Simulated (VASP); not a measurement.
# Ta (P6_3/mmc) in VASP: notebook, part 2 of 2

VASP 6.6.1.

### Step 6. Single point, PBE (18.80 Å³/atom)

INCAR

```
PREC = Accurate ; ENCUT = 520
EDIFF = 1E-6 ; ISMEAR = -1
SIGMA = 0.1 ; LREAL = False
LASPH = True ; NELM = 100
ALGO = Normal ; ISIF = 2
LWAVE = False ; LCHARG = False
GGA = PE ; NBANDS = 30
```

KPOINTS

```
regular mesh
0
Gamma
  14 14 4
```

POSCAR

```
Ta
1.0
    2.9382276328      0.0000000000      0.0000000000
   -1.4691138164      2.5445797721      0.0000000000
    0.0000000000      0.0000000000     10.0568000553
Ta
4
Direct
    0.0000000000      1.0000000000      1.0000000000
    0.0000000000      1.0000000000      0.5000000000
    0.3333333333      0.6666666667      0.2500000000
    0.6666666667      0.3333333333      0.7500000000
```

Potentials or basis: VASP PAW PBE potentials, release 64 (Ta_pv).

Launch:

```sh
$ cat potpaw_PBE.64/Ta_pv/POTCAR > POTCAR
$ mpirun -np 1 vasp_std > vasp.out
```

OUTCAR:

```text
PREC = Accurate
   ENCUT = 520
   EDIFF = 1E-6
   ISMEAR = -1
   LREAL = False
   LASPH = True
   NELM = 100
   ISIF = 2
   GGA = PE

 ion  position               nearest neighbor table
   1  0.000  0.000  0.000-   3 3.03   4 3.03   3 3.03   4 3.03   4 3.03   3 3.03
   2  0.000  0.000  0.500-   3 3.03   4 3.03   3 3.03   4 3.03   4 3.03   3 3.03
   3  0.333  0.667  0.250-   1 3.03   2 3.03   1 3.03   2 3.03   1 3.03   2 3.03
   4  0.667  0.333  0.750-   1 3.03   2 3.03   1 3.03   2 3.03   1 3.03   2 3.03

  LATTYP: Found a hexagonal cell.
[... 994 lines left out ...]
  --------------------------------------------------------------------------------------
  -------------------------------------------------------------------------------------
  Total        0.0497335      0.0497335     -0.0182017      0.0000000      0.0000000      0.0000000
  in kB        1.0597377      1.0597377     -0.3878484      0.0000000      0.0000000      0.0000000
  external PRESSURE =       0.5772090 kB  Pullay stress =       0.0000000 kB

 VOLUME and BASIS-vectors are now :
 -----------------------------------------------------------------------------
  energy-cutoff  :      520.00
  volume of cell :       75.19
      direct lattice vectors                 reciprocal lattice vectors
     2.938227633  0.000000000  0.000000000     0.340341228  0.196496099  0.000000000
    -1.469113816  2.544579772  0.000000000     0.000000000  0.392992199  0.000000000
     0.000000000  0.000000000 10.056800055     0.000000000  0.000000000  0.099435207

 POSITION                                       TOTAL-FORCE (eV/Angst)
 -----------------------------------------------------------------------------------
      0.00000      0.00000      0.00000         0.000000      0.000000      0.000000
      0.00000      0.00000      5.02840         0.000000      0.000000      0.000000
     -0.00000      1.69639      2.51420        -0.000000     -0.000000     -0.000000
      1.46911      0.84819      7.54260         0.000000      0.000000      0.000000
 -----------------------------------------------------------------------------------
    total drift:                               -0.000000      0.000000     -0.000000

  FREE ENERGIE OF THE ION-ELECTRON SYSTEM (eV)
  ---------------------------------------------------
  free  energy   TOTEN  =       -46.3183322661 eV

  energy  without entropy=      -46.1656110311  energy(sigma->0) =      -46.24197165
```

stdout:

```text
POSCAR found type information on POSCAR Ta
 POSCAR found :  1 types and       4 ions
 scaLAPACK will be used
 LDA part: xc-table for (Slater+PW92), standard interpolation
 POSCAR, INCAR and KPOINTS ok, starting setup
 FFT: planning ... GRIDC
 FFT: planning ... GRID_SOFT
 FFT: planning ... GRID
 WAVECAR not read
 entering main loop
```

It took 70 s on 1 thread of AMD EPYC 9R45 (Zen 5), shared host; peak memory 0.24 GiB.

What came out:

- Free energy: -46.3183 eV
- Pressure: 0.1 GPa
- Band gap on the k mesh: zero (bands 22 and 23 overlap by 1.04 eV)

Stress tensor (GPa, compression positive):
```
 0.11  0.00  0.00
 0.00  0.11  0.00
 0.00  0.00 -0.04
```

Caveat: spin-orbit coupling is left out, which moves the levels of the heavy elements.

### Step 7. Single point, PBE (19.55 Å³/atom)

This run uses another cell than the first one, of 19.55 Å³/atom.

INCAR

```
SYSTEM = Ta
  PREC = Accurate
  ENCUT = 520
  EDIFF = 1E-7
  ISMEAR = -1
  SIGMA = 0.1
  LREAL = .FALSE.
  LASPH = .TRUE.
  NELM = 80
  ALGO = Normal
  ISIF = 2
  LWAVE = .FALSE.
  LCHARG = .FALSE.
  GGA = PE
  NBANDS = 30
```

KPOINTS

```
Automatic mesh
0
G
  14 14 4
  0 0 0
```

POSCAR

```
Ta
1.0
    2.9768929567      0.0000000000      0.0000000000
   -1.4884464784      2.5780649248      0.0000000000
    0.0000000000      0.0000000000     10.1891415483
Ta
4
Direct
    0.0000000000      1.0000000000      1.0000000000
    0.0000000000      1.0000000000      0.5000000000
    0.3333333333      0.6666666667      0.2500000000
    0.6666666667      0.3333333333      0.7500000000
```

Launch:

```sh
$ cat potpaw_PBE.64/Ta_pv/POTCAR > POTCAR
$ mpirun -np 1 vasp_std > vasp.out
```

Wall time 66 s (1 thread of AMD EPYC 9R45 (Zen 5), shared host); peak memory 0.24 GiB.

Results (log left out):

| Item | Value |
| --- | --- |
| Free energy | -46.2528 eV |
| Pressure | -6.9 GPa |
| Band gap on the k mesh | zero (bands 22 and 23 overlap by 1.03 eV) |

Stress tensor (GPa, compression positive):
```
-6.87  0.00  0.00
 0.00 -6.87  0.00
 0.00  0.00 -7.00
```

Levels at points of the mesh, in eV from the Fermi level:
| k point | band 20 | band 21 | band 22 | band 23 | band 24 | band 25 |
| --- | --- | --- | --- | --- | --- | --- |
| (0.00, 0.00, 0.00) | 0.12 | 0.41 | 0.41 | 0.50 | 0.50 | 0.88 |
| (0.50, 0.00, 0.00) | -0.95 | -0.51 | 0.49 | 0.58 | 1.36 | 2.07 |
| (0.00, 0.00, 0.50) | -0.41 | 0.52 | 0.52 | 0.52 | 0.52 | 0.83 |
| (0.50, 0.00, 0.50) | -0.95 | 0.27 | 0.27 | 1.04 | 1.04 | 1.17 |

Caveat: the cell stands under tension; spin-orbit coupling is left out, which moves the levels of the heavy elements.

### Step 8. Overview

```csv
cell,k mesh,gap on the mesh (eV),pressure (GPa)
"a = 2.938, b = 2.938, c = 10.057 Å, angles 90.0, 90.0, 120.0°, 4 atoms",12 × 12 × 4,none,0.0
"a = 2.816, b = 2.816, c = 9.637 Å, angles 90.0, 90.0, 120.0°, 4 atoms",14 × 14 × 4,none,31.0
"a = 2.858, b = 2.858, c = 9.781 Å, angles 90.0, 90.0, 120.0°, 4 atoms",14 × 14 × 4,none,18.7
"a = 2.899, b = 2.899, c = 9.921 Å, angles 90.0, 90.0, 120.0°, 4 atoms",14 × 14 × 4,none,8.5
"a = 2.938, b = 2.938, c = 10.057 Å, angles 90.0, 90.0, 120.0°, 4 atoms",14 × 14 × 4,none,0.1
"a = 2.977, b = 2.977, c = 10.189 Å, angles 90.0, 90.0, 120.0°, 4 atoms",14 × 14 × 4,none,-6.9
```

Alike in all rows: task single point; level PBE; potentials or basis VASP PAW PBE potentials, release 64 (Ta_pv); no spin polarisation; cutoff (eV) 520; smearing fermi-dirac 0.1 eV.

Caveats: spin-orbit coupling is left out, which moves the levels of the heavy elements; the cell stands under pressure (at least some runs); the cell stands under tension (at least some runs).

Absolute energies hang on the potentials; compare differences alone.
